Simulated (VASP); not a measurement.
ScPd, 2 atoms in the cell. It takes space group Pm-3m (No. 221, cubic). The conventional cell has a = 2.528 Å, b = 2.528 Å, c = 2.528 Å, α = 90.00°, β = 90.00°, γ = 90.00°. Within 2.9 Å of Sc (site symmetry m-3m) lie 8 Pd at 2.19 Å and 6 Sc at 2.53 Å. Within 2.9 Å of Pd (site symmetry m-3m) lie 8 Sc at 2.19 Å and 6 Pd at 2.53 Å.  This cell differs from its parent crystal: volume scaled by 0.45.

```yaml
Program: VASP 6.6.1
Task: electric field gradients
Functional: PBEsol
Potentials_or_basis: VASP PAW PBE potentials, release 64 (Sc_sv, Pd)
Cutoff: 520 eV
k_mesh: 11 × 11 × 11
Occupations: fermi-dirac, width 0.05 eV
Spin: no spin polarisation
Dipole_correction: no
Further_INCAR_settings: ALGO = Normal; EDIFF = 1e-08; NBANDS = 18
```

Potentials or basis: VASP PAW PBE potentials, release 64 (Sc_sv, Pd).

Command:

```console
$ cat potpaw_PBE.64/Sc_sv/POTCAR potpaw_PBE.64/Pd/POTCAR > POTCAR
$ mpirun -np 1 vasp_std > vasp.out
```

Hardware: 1 thread of Intel(R) Xeon(R) Platinum 8259CL CPU @ 2.50GHz (Skylake/Cascade Lake), on a shared host.

Task: Estimate the wall time of this run.

Result: Wall time 15 s on 1 thread of Intel(R) Xeon(R) Platinum 8259CL CPU @ 2.50GHz (Skylake/Cascade Lake) (shared host), peak memory 0.14 GiB. Counts: scf iterations 14, k points 56.
